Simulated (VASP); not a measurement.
The system is Be.

```xyz
2
Lattice="2.2853 0.0000 0.0000 -1.1426 1.9791 0.0000 0.0000 0.0000 3.5842" Properties=species:S:1:pos:R:3 pbc="T T T"
Be    0.0000    1.3194    0.8961
Be    1.1427    0.6597    2.6882
```

Base run:

```yaml
Program: VASP 6.6.1
Functional: revPBE
Potentials_or_basis: VASP PAW PBE potentials, release 64 (Be)
Cutoff: 600 eV
k_mesh: 15 × 15 × 8
Occupations: fermi-dirac, width 0.1 eV
Spin: no spin polarisation
```

Its results: band gap on the k mesh zero (bands 2 and 3 overlap by 1.78 eV); pressure -0.3 GPa.

**Question.** The run is repeated on the same cell with these changes: dispersion from none to D3(BJ). What comes out?

**Answer.** Band gap on the k mesh zero (bands 2 and 3 overlap by 1.78 eV); pressure -14.7 GPa.

Dispersion adds attraction, which lowers the pressure at fixed volume and, as a term added to the energy, leaves the levels alone.

Caveats: the PAW data sets were made with another functional, which shifts forces and pressure a little; the cell stands under tension (at least some runs).
